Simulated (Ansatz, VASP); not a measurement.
## AlNi in VASP and in Ansatz

File INCAR:

```
SYSTEM = AlNi
  PREC = Accurate
  ENCUT = 520
  EDIFF = 1E-6
  ISMEAR = 0
  SIGMA = 0.15
  LREAL = .False.
  LASPH = .True.
  NELM = 80
  ALGO = Fast
  ISIF = 2
  LWAVE = .False.
  LCHARG = .False.
  GGA = PS
  NBANDS = 14
```

KPOINTS

```
regular mesh
0
Gamma
  18 18 16
  0 0 0
```

The input POSCAR:

```
AlNi
1.0
    1.9483874700     -1.9531901500      0.0000000000
    1.9483874700      1.9531901500      0.0000000000
    0.0000000000      0.0000000000      3.0994300413
Al Ni
1 1
Direct
    0.0000000000      0.0000000000      0.0000000000
    0.5000000000      0.5000000000      0.5000000000
```

Input for Ansatz:

```yaml
crystal:
  lattice:
    - [1.94838747, -1.95319015, 0.0]
    - [1.94838747, 1.95319015, 0.0]
    - [0.0, 0.0, 3.0994300413]
  atoms:
    - { symbol: Al, position: [0.0, 0.0, 0.0] }
    - { symbol: Ni, position: [0.5, 0.5, 0.5] }
basis:
  ecutwfc: 420
kpoints:
  mp_grid: { grid: [18, 18, 16] }
hamiltonian:
  xc: pbesol
scf:
  occupations: { method: gaussian, width: 0.15 }
output:
  forces: true
  stress: true
  eigenvalues: true
```

Change from the starting cell: strain +0.0050 x Voigt [1, 0, 0, 0, 0, 0], atoms carried along.

Alike in both runs: task single point; functional PBEsol; k mesh 18 × 18 × 16; occupations gaussian, width 0.15 eV; no spin polarisation.

|  | VASP | Ansatz |
| --- | --- | --- |
| version | VASP 6.6.1 | Ansatz 0.2.0 |
| potentials or method | VASP PAW PBE potentials, release 64 (Al, Ni), cutoff 520 eV | scalar-relativistic, plane waves, PAW |
| valence electrons in the cell | 13 | 21 |

|  | VASP | Ansatz | Ansatz less VASP |
| --- | --- | --- | --- |
| gap on the k mesh at the Fermi level (eV) | none | none | - |
| pressure (GPa) | 0.0 | -0.5 | -0.40 |
| traceless stress, the component that is largest in VASP (GPa) | -4.24 | -4.11 | +0.136 |

VASP's potentials were made for PBE, not for PBEsol. A gap of «none» marks a metal or a gap that the smearing closes. VASP's potentials hold 13 valence electrons a cell and Ansatz's 21, so a difference there can come from the potentials and not from the codes.
